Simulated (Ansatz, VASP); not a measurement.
Mo in VASP and in Ansatz

POSCAR

```
Mo
1.0
   -1.5710000000      1.5710000000      1.6966800000
    1.5710000000     -1.5710000000      1.6966800000
    1.5710000000      1.5710000000     -1.6966800000
Mo
1
Direct
    0.0000000000      0.0000000000      0.0000000000
```

INCAR.step1

```
SYSTEM = Mo
PREC     = Accurate       ! precision mode
ENCUT    = 520            ! plane-wave cutoff, eV
ISMEAR   = 0              ! smearing method
SIGMA    = 0.15           ! smearing width, eV
LREAL    = .False.        ! projectors in reciprocal space
LASPH    = .True.         ! aspherical terms in the spheres
NELM     = 80             ! most SCF steps
NBANDS   = 13             ! bands
GGA      = PE             ! functional
ALGO     = Normal         ! electronic algorithm
EDIFF    = 1E-4           ! SCF threshold, eV
LWAVE    = .True.         ! write WAVECAR
LCHARG   = .False.        ! write CHGCAR
```

File INCAR.step2:

```
SYSTEM = Mo
PREC     = Accurate       ! precision mode
ENCUT    = 520            ! plane-wave cutoff, eV
EDIFF    = 1E-6           ! SCF threshold, eV
ISMEAR   = 0              ! smearing method
SIGMA    = 0.15           ! smearing width, eV
LREAL    = .False.        ! projectors in reciprocal space
LASPH    = .True.         ! aspherical terms in the spheres
NELM     = 80             ! most SCF steps
ALGO     = Normal         ! electronic algorithm
ISIF     = 2              ! what is computed and relaxed
LWAVE    = .False.        ! write WAVECAR
LCHARG   = .False.        ! write CHGCAR
METAGGA  = R2SCAN         ! meta-GGA
LMIXTAU  = .True.       
NBANDS   = 13             ! bands
ISTART   = 1
```

File KPOINTS:

```
Automatic mesh
0
Gamma
  22 22 22
  0 0 0
```

Input for Ansatz:

```yaml
crystal:
  lattice:
    - [-1.571, 1.571, 1.69668]
    - [1.571, -1.571, 1.69668]
    - [1.571, 1.571, -1.69668]
  atoms:
    - { symbol: Mo, position: [0.0, 0.0, 0.0] }
basis:
  ecutwfc: 500
kpoints:
  mp_grid: { grid: [22, 22, 22] }
hamiltonian:
  xc: r2scan
scf:
  occupations: { method: gaussian, width: 0.15 }
output:
  forces: true
  stress: true
  eigenvalues: true
```

Change from the starting cell: strain +0.000 along x and y, +0.080 along z, atoms carried along.

Alike in both runs: task single point; functional r2SCAN; k mesh 22 × 22 × 22; occupations gaussian, width 0.15 eV; no spin polarisation.

```csv
,VASP,Ansatz
version,VASP 6.6.1,Ansatz 0.2.0
potentials or method,"VASP PAW PBE potentials, release 64 (Mo_sv), cutoff 520 eV","scalar-relativistic, plane waves, PAW"
valence electrons in the cell,14,14
```

|  | VASP | Ansatz | Ansatz less VASP |
| --- | --- | --- | --- |
| gap on the k mesh at the Fermi level (eV) | none | none | - |
| pressure (GPa) | -14.7 | -15.5 | -0.83 |
| traceless stress, the component that is largest in VASP (GPa) | -13.18 | -13.18 | -0.003 |

VASP's potentials were made for PBE, not for r2SCAN. A gap of «none» marks a metal or a gap that the smearing closes. With one functional, cell and mesh, what is left measures potentials, basis and numerics.
